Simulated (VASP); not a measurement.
Write the native input for VASP 6.6.1 that does the following.

```yaml
Task: single point
Functional: PBEsol
Potentials_or_basis: VASP PAW PBE potentials, release 64 (Mg, O)
Cutoff: 520 eV
k_mesh: 9 × 9 × 6
Occupations: gaussian, width 0.05 eV
Spin: no spin polarisation
Dipole_correction: no
Further_INCAR_settings: ALGO = Normal; EDIFF = 1e-07; NBANDS = 16
```

The structure of MgO lies in POSCAR:

```
MgO
1.0
    3.3724495628      0.0000000000      0.0000000000
   -1.6862247814      2.9206269943      0.0000000000
    0.0000000000      0.0000000000      4.4883431560
Mg O
2 2
Direct
    0.6787596180      0.3575192359      0.7500000000
    0.3212403820      0.6424807641      0.2500000000
    0.6577627629      0.3155255259      0.2500000000
    0.3422372371      0.6844744741      0.7500000000
```

This cell differs from its parent crystal: mode 5 frozen in at +0.073 Å, strain +e along z and -e/2 along x and y +0.0700.

These files were run (other wordings do the same):

INCAR

```
PREC = Accurate
ENCUT = 520
EDIFF = 1E-7
ISMEAR = 0
SIGMA = 0.05
LREAL = F
LASPH = T
NELM = 100
ALGO = Normal
ISIF = 2
LWAVE = F
LCHARG = F
GGA = PS
NBANDS = 16
```

KPOINTS

```
Automatic mesh
0
Gamma
  9 9 6
```

Potentials or basis: VASP PAW PBE potentials, release 64 (Mg, O).

Launch:

```console
$ cat potpaw_PBE.64/Mg/POTCAR potpaw_PBE.64/O/POTCAR > POTCAR
$ mpirun -np 1 vasp_std > vasp.out
```

It gave:

- Pressure: 2.3 GPa
- Largest force: 0.503 eV/Å
- Band gap on the k mesh: 3.15 eV, direct

Caveat: the cell differs from its parent crystal (mode 5 frozen in at +0.073 Å, strain +e along z and -e/2 along x and y +0.0700); the PAW data sets were made with another functional, which shifts forces and pressure a little.

It took 27 s on 1 thread of Intel(R) Xeon(R) 6975P-C (Granite Rapids), on a shared host, peak memory 0.2 GiB.
